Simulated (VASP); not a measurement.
A run of VASP 6.6.1 is set up as follows.

File INCAR:

```
SYSTEM = Ba
PREC = Accurate ; ENCUT = 520
EDIFF = 1E-6 ; ISMEAR = -1
SIGMA = 0.1 ; LREAL = .False.
LASPH = .True. ; NELM = 80
ALGO = Normal ; ISIF = 2
LWAVE = .False. ; LCHARG = .False.
GGA = PE ; NBANDS = 11
```

Contents of KPOINTS:

```
Automatic mesh
0
Gamma
  10 10 10
  0 0 0
```

File POSCAR:

```
Ba
1.0
    0.0000000000      2.9013046606      2.9013046606
    2.9013046606      0.0000000000      2.9013046606
    2.9013046606      2.9013046606      0.0000000000
Ba
1
Direct
    0.0000000000      0.0000000000      0.0000000000
```

Potentials or basis: VASP PAW PBE potentials, release 64 (Ba_sv).

Command:

```console
$ cat potpaw_PBE.64/Ba_sv/POTCAR > POTCAR
$ mpirun -np 1 vasp_std > vasp.out
```

Estimate the band gap on the k mesh.

zero (band 5 reaches 2.80 eV, above the bottom of band 6 at 2.15 eV).

What does it give for the pressure?

3.2 GPa.

Caveat: spin-orbit coupling is left out, which moves the levels of the heavy elements.
